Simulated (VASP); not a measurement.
# Al4Os2C5 in VASP: single point with r2SCAN

Aim: the single point of Al4Os2C5 with r2SCAN.

All numbers are computed with VASP 6.6.1; they aren't measurements. Logs are shortened: lines on timing, memory, paths and dates and some standing lists are left out, and cuts for length are marked.

**1. The cell of the first run**

The cell holds an amorphous packing of atoms, 11 atoms: a = 5.191 Å, b = 5.304 Å, c = 4.644 Å, α = 93.17°, β = 81.25°, γ = 97.08°.

**2. Single point, r2SCAN**

Input file POSCAR:

```
Al4Os2C5
1.0
    5.1392690000     -0.7176890000     -0.1365480000
    0.0722510000      5.2970470000     -0.2564670000
    0.8285480000     -0.0476060000      4.5695450000
Os Al C
2 4 5
Direct
    0.7054110000      0.2447720000      0.7361810000
    0.7311440000      0.7706050000      0.1209100000
    0.3019590000      0.7168780000      0.8990980000
    0.9463100000      0.7607850000      0.5847960000
    0.5112380000      0.2100080000      0.2662430000
    0.0429350000      0.1411070000      0.2996670000
    0.0752960000      0.0917730000      0.8357480000
    0.5351160000      0.5569190000      0.5274800000
    0.3843240000      0.8528540000      0.4664960000
    0.2266720000      0.5247230000      0.3659160000
    0.9808540000      0.4396110000      0.0388180000
```

Input file INCAR.step1:

```
PREC     = Accurate       # precision mode
ENCUT    = 520            # plane-wave cutoff, eV
ISMEAR   = -1             # smearing method
SIGMA    = 0.1            # smearing width, eV
LREAL    = F              # projectors in reciprocal space
LASPH    = T              # aspherical terms in the spheres
NELM     = 60             # most SCF steps
NBANDS   = 35             # bands
GGA      = PE             # functional
ALGO     = Normal         # electronic algorithm
EDIFF    = 1E-4           # SCF threshold, eV
LWAVE    = T              # write WAVECAR
LCHARG   = F              # write CHGCAR
```

Input file INCAR.step2:

```
PREC     = Accurate       # precision mode
ENCUT    = 520            # plane-wave cutoff, eV
EDIFF    = 1E-7           # SCF threshold, eV
ISMEAR   = -1             # smearing method
SIGMA    = 0.1            # smearing width, eV
LREAL    = F              # projectors in reciprocal space
LASPH    = T              # aspherical terms in the spheres
NELM     = 60             # most SCF steps
ALGO     = Normal         # electronic algorithm
ISIF     = 2              # what is computed and relaxed
LWAVE    = F              # write WAVECAR
LCHARG   = T              # write CHGCAR
METAGGA  = R2SCAN         # meta-GGA
LMIXTAU  = T            
LELF     = T              # ELF
LVHAR    = T            
NBANDS   = 35             # bands
ISTART   = 1
```

Input file KPOINTS:

```
Automatic mesh
0
Gamma
  4 4 4
  0.5 0.5 0
```

Potentials or basis: VASP PAW PBE potentials, release 64 (Os, Al, C).

Command:

```sh
cat potpaw_PBE.64/Os/POTCAR potpaw_PBE.64/Al/POTCAR potpaw_PBE.64/C/POTCAR > POTCAR
cp INCAR.step1 INCAR
mpirun -np 1 vasp_std > vasp.out
cp INCAR.step2 INCAR
mpirun -np 1 vasp_std > vasp.out
```

OUTCAR:

```text
PREC = Accurate
   ENCUT = 520
   EDIFF = 1E-7
   ISMEAR = -1
   LREAL = F
   LASPH = T
   NELM = 60
   ISIF = 2
   METAGGA = R2SCAN
   ISTART = 1

 ion  position               nearest neighbor table
   1  0.705  0.245  0.736-  11 2.27   7 2.29   8 2.29   5 2.52   5 2.53   6 2.55   4 2.94   4 3.00
                             2 3.19   2 3.23   3 3.33
   2  0.731  0.771  0.121-  11 2.29   9 2.29   8 2.29   4 2.57   6 2.57   3 2.57   7 2.57   4 2.58
                             5 2.73   3 3.03   5 3.12   1 3.19   1 3.23
   3  0.302  0.717  0.899-  11 2.13   9 2.14   8 2.15  10 2.40   7 2.48   4 2.56   2 2.57  10 2.69
                             2 3.03   6 3.14   5 3.21   1 3.33
   4  0.946  0.761  0.585-  10 2.14   7 2.15   9 2.26   8 2.32   6 2.43   3 2.56   2 2.57   2 2.58
                             1 2.94   1 3.00
   5  0.511  0.210  0.266-   9 2.14   8 2.15  10 2.34   6 2.40   1 2.52   1 2.53  11 2.68   2 2.73
                             6 2.86   2 3.12   3 3.21
   6  0.043  0.141  0.300-  11 2.13   7 2.14  10 2.16   5 2.40   4 2.43   7 2.55   1 2.55   2 2.57
                             9 2.70   5 2.86   3 3.14
   7  0.075  0.092  0.836-   6 2.14   4 2.15   1 2.29   3 2.48   6 2.55   2 2.57
   8  0.535  0.557  0.527-  10 1.85   9 1.89   5 2.15   3 2.15   2 2.29   1 2.29   4 2.32
   9  0.384  0.853  0.466-   8 1.89  10 1.90   3 2.14   5 2.14   4 2.26   2 2.29   6 2.70
  10  0.227  0.525  0.366-   8 1.85   9 1.90   4 2.14   6 2.16   5 2.34   3 2.40   3 2.69
  11  0.981  0.440  0.039-   3 2.13   6 2.13   1 2.27   2 2.29   5 2.68

  LATTYP: Found a triclinic cell.
 ALAT       =     4.6442975385
 B/A-ratio  =     1.4756845629
 C/A-ratio  =     1.1177008366
 COS(alpha) =     0.0076748044
 COS(beta)  =     0.1521610014
 COS(gamma) =     0.6347909359

  Lattice vectors:

 A1 = (  -0.8285480000,   0.0476060000,  -4.5695450000)
 A2 = (  -0.9007990000,  -5.2494410000,  -4.3130780000)
 A3 = (  -5.1392690000,   0.7176890000,   0.1365480000)

Analysis of symmetry for initial positions (statically):
=====================================================================
 Subroutine PRICEL returns:
 Original cell was already a primitive cell.

 Routine SETGRP: Setting up the symmetry group for a
 triclinic supercell.

 Subroutine GETGRP returns: Found  1 space group operations
 (whereof  1 operations were pure point group operations)
 out of a pool of  2 trial point group operations.

The static configuration has the point symmetry C_1 .

Analysis of symmetry for dynamics (positions and initial velocities):
=====================================================================
 Subroutine PRICEL returns:
 Original cell was already a primitive cell.

[... 132 lines left out ...]
   ISYM   =      2    0-nonsym 1-usesym 2-fastsym
   POTIM  = 0.5000    time-step for ionic-motion
   TEBEG  =    0.0;   TEEND  =   0.0 temperature during run
   PSTRESS=    0.0 pullay stress
   NELECT =      48.0000    total number of electrons
   NUPDOWN=      -1.0000    fix difference up-down
   EMIN   =  10.00;   EMAX   =-10.00  energy-range for DOS
   EFERMI =   0.00;   METHOD = LEGACY
   ISMEAR =    -1;   SIGMA  =   0.10  broadening in eV -4-tet -1-fermi 0-gaus
   EFERMI_NEDOS =   21; number of points for ismear=-14 and -15
   IALGO  =     38    algorithm
   IMIX   =      4    mixing-type and parameters
     AMIX     =   0.40;   BMIX     =  1.00
     AMIX_MAG =   1.60;   BMIX_MAG =  1.00
  volume/ion in A,a.u.               =      11.39        76.88
  Fermi-wavevector in a.u.,A,eV,Ry     =   1.188899  2.246694 19.231580  1.413481
  Thomas-Fermi vector in A             =   2.325018
   LORBIT       =      0    0 simple, 1 ext, 2 COOP (PROOUT), +10 PAW based schemes
   METAGGA = R2SCAN    functional components
   LHFCALC =     F    Hartree Fock is set to
   AEXX    =    0.0000 exact exchange contribution
   IVDW    =     0    specifies the selected vdW correction
   LEPSILON=     F    determine dielectric tensor
   LRPA    =     F    only Hartree local field effects (RPA)
 non-spin polarized calculation
  energy-cutoff  :      520.00
  volume of cell :      125.32
 maximum number of plane-waves:      3395
   NGX = 19   NGY = 19   NGZ = 17

 number of electron      48.0000000 magnetization

 Free energy of the ion-electron system (eV)
  ---------------------------------------------------
  ext. energy  EPLUGINS =         0.00000000
  ---------------------------------------------------
  free energy    TOTEN  =      -167.14806404 eV

  energy without entropy =     -166.96368765  energy(sigma->0) =     -167.05587585

 E-fermi :   8.1681     XC(G=0): -12.5876

 val. band max:        8.1545029685   @ k =  -0.1250   0.3750   0.5000
 cond. band min:       8.1837313518   @ k =  -0.3750   0.1250   0.5000
 fundamental gap:      0.0292283834
 Fermi energy:         8.1681156906

 k-point     1 :       0.1250    0.1250    0.0000
  band No.  band energies     occupation
      1      -8.6174      2.00000
      2      -5.5128      2.00000
      3      -3.7765      2.00000
      4      -2.9407      2.00000
      5      -1.8582      2.00000
      6      -0.1872      2.00000
[... 901 lines left out ...]
     34      12.9532      0.00000
     35      13.2278      0.00000

 [... further k-points ...]
[... 5 lines left out ...]
  --------------------------------------------------------------------------------------
  -------------------------------------------------------------------------------------
  Total       -2.9798429    -13.8528842     -2.9661837      1.4989511      4.1215367      1.7100175
  in kB      -38.0954679   -177.1006472    -37.9208429     19.1631723     52.6913242     21.8615275
  external PRESSURE =     -84.3723193 kB  Pullay stress =       0.0000000 kB

 VOLUME and BASIS-vectors are now :
 -----------------------------------------------------------------------------
  energy-cutoff  :      520.00
  volume of cell :      125.32
      direct lattice vectors                 reciprocal lattice vectors
     5.139269000 -0.717689000 -0.136548000     0.193044320 -0.004330008 -0.035047826
     0.072251000  5.297047000 -0.256467000     0.026220357  0.188291578 -0.002792623
     0.828548000 -0.047606000  4.569545000     0.007240211  0.010438528  0.217636127

 POSITION                                       TOTAL-FORCE (eV/Angst)
 -----------------------------------------------------------------------------------
      4.25294      0.75526      3.20491         0.909260      0.366322      1.747229
      3.91340      3.55144      0.25503         0.618941     -0.324600      0.811781
      2.34859      3.53782      3.88338         0.365933     -0.187941      0.326128
      5.40284      3.32292      2.34792        -1.058593     -1.361615      0.018455
      2.86316      0.73284      1.09294         1.552501      0.555834     -0.303927
      0.47914      0.70237      1.32729        -1.473353      2.238365     -0.975008
      1.08605      0.39230      3.78517        -1.824779     -0.252893      0.763299
      3.22739      2.54087      2.19444        -0.569405     -0.209641     -0.846764
      2.42328      4.21957      1.86047         0.475179     -1.081582     -0.474065
      1.50602      2.59938      1.50654         1.843358     -0.832857      0.153354
      5.10480      1.62284     -0.06930        -0.839041      1.090608     -1.220481
 -----------------------------------------------------------------------------------
    total drift:                               -0.000187     -0.000381      0.000469

  FREE ENERGIE OF THE ION-ELECTRON SYSTEM (eV)
  ---------------------------------------------------
  free  energy   TOTEN  =      -167.1480640443 eV

  energy  without entropy=     -166.9636876479  energy(sigma->0) =     -167.05587585
```

OSZICAR.step1:

```text
N       E                     dE             d eps       ncg     rms          rms(c)
DAV:   1     0.184297115001E+03    0.18430E+03   -0.20975E+04  2240   0.124E+03
DAV:   2    -0.486508726526E+02   -0.23295E+03   -0.21358E+03  2431   0.286E+02
DAV:   3    -0.741304125029E+02   -0.25480E+02   -0.23315E+02  3072   0.726E+01
DAV:   4    -0.752866355730E+02   -0.11562E+01   -0.11291E+01  2920   0.175E+01
DAV:   5    -0.753300332163E+02   -0.43398E-01   -0.43268E-01  3232   0.322E+00    0.273E+01
DAV:   6    -0.784545053906E+02   -0.31245E+01   -0.70643E+01  3472   0.495E+01    0.206E+01
DAV:   7    -0.683218309905E+02    0.10133E+02   -0.26077E+01  3471   0.415E+01    0.716E+00
DAV:   8    -0.687202030008E+02   -0.39837E+00   -0.70688E+00  3056   0.112E+01    0.528E+00
DAV:   9    -0.685762381336E+02    0.14396E+00   -0.96217E-01  3269   0.616E+00    0.220E+00
DAV:  10    -0.684935076397E+02    0.82730E-01   -0.22531E-01  3408   0.366E+00    0.608E-01
DAV:  11    -0.684889000043E+02    0.46076E-02   -0.37403E-02  3112   0.108E+00    0.346E-01
DAV:  12    -0.684887577683E+02    0.14224E-03   -0.31204E-03  2776   0.377E-01    0.180E-01
DAV:  13    -0.684887563617E+02    0.14066E-05   -0.42754E-04  2240   0.130E-01
   1 F= -.68488756E+02 E0= -.68390818E+02  d E =-.195877E+00
```

It took 8.6 min on 1 thread of Intel Xeon Platinum 8375C at 2.90GHz (Ice Lake), shared host; peak memory 0.32 GiB.

What came out:

- Free energy: -167.1481 eV
- Pressure: -8.4 GPa
- Largest force: 2.852 eV/Å
- Band gap on the k mesh: zero (band 24 reaches 8.30 eV, above the bottom of band 25 at 8.06 eV)

Forces in eV/Å, atoms in the order of the input:
```
Os   0.909  0.366  1.747
Os   0.619 -0.325  0.812
Al   0.366 -0.188  0.326
Al  -1.059 -1.362  0.018
Al   1.553  0.556 -0.304
Al  -1.473  2.238 -0.975
C   -1.825 -0.253  0.763
C   -0.569 -0.210 -0.847
C    0.475 -1.082 -0.474
C    1.843 -0.833  0.153
C   -0.839  1.091 -1.220
```

Caveat: the PAW data sets were made with another functional, which shifts forces and pressure a little; spin-orbit coupling is left out, which moves the levels of the heavy elements.
